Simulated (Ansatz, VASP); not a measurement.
## One calculation of Ga2Se, two programs

The input INCAR:

```
SYSTEM = Ga2Se
PREC = Accurate ; ENCUT = 520
EDIFF = 1E-6 ; ISMEAR = 0
SIGMA = 0.1 ; LREAL = .FALSE.
LASPH = .TRUE. ; NELM = 60
ALGO = Normal ; ISIF = 2
LWAVE = .FALSE. ; LCHARG = .FALSE.
GGA = PE ; NBANDS = 23
```

File KPOINTS:

```
regular mesh
0
G
  6 6 6
  0 0 0
```

Contents of POSCAR:

```
Ga2Se
1.0
    1.8230153878      1.0525184249      5.5059728220
   -1.8230153878      1.0525184249      5.5059728220
    0.0000000000     -2.1050368498      5.5059728220
Ga Se
2 1
Direct
    0.7500000000      0.7500000000      0.7500000000
    0.2500000000      0.2500000000      0.2500000000
    0.0000000000      0.0000000000      0.0000000000
```

Input for Ansatz:

```yaml
crystal:
  lattice:
    - [1.8230153878, 1.0525184249, 5.505972822]
    - [-1.8230153878, 1.0525184249, 5.505972822]
    - [0.0, -2.1050368498, 5.505972822]
  atoms:
    - { symbol: Ga, position: [0.75, 0.75, 0.75] }
    - { symbol: Ga, position: [0.25, 0.25, 0.25] }
    - { symbol: Se, position: [0.0, 0.0, 0.0] }
basis:
  ecutwfc: 420
kpoints:
  mp_grid: { grid: [6, 6, 6] }
hamiltonian:
  xc: pbe
scf:
  occupations: { method: gaussian, width: 0.1 }
  lower_state_search: "off"
output:
  forces: true
  stress: true
  eigenvalues: true
```

Alike in both runs: task single point; functional PBE; k mesh 6 × 6 × 6; occupations gaussian, width 0.1 eV; no spin polarisation.

```csv
,VASP,Ansatz
version,VASP 6.6.1,Ansatz 0.2.0
potentials or method,"VASP PAW PBE potentials, release 64 (Ga_d, Se), cutoff 520 eV","scalar-relativistic, plane waves, PAW"
valence electrons in the cell,32,42
```

```tsv
	VASP	Ansatz	Ansatz less VASP
gap on the k mesh at the Fermi level (eV)	none	none	-
pressure (GPa)	15.4	15.2	-0.20
traceless stress, the component that is largest in VASP (GPa)	-0.24	-0.22	+0.027
rms of the force components (eV/Å)	1.251	1.236	-0.0148
```

Atom by atom the forces differ by 0.015 eV/Å (rms over components). A gap of «none» marks a metal or a gap that the smearing closes. VASP's potentials hold 32 valence electrons a cell and Ansatz's 42, so a difference there can come from the potentials and not from the codes.
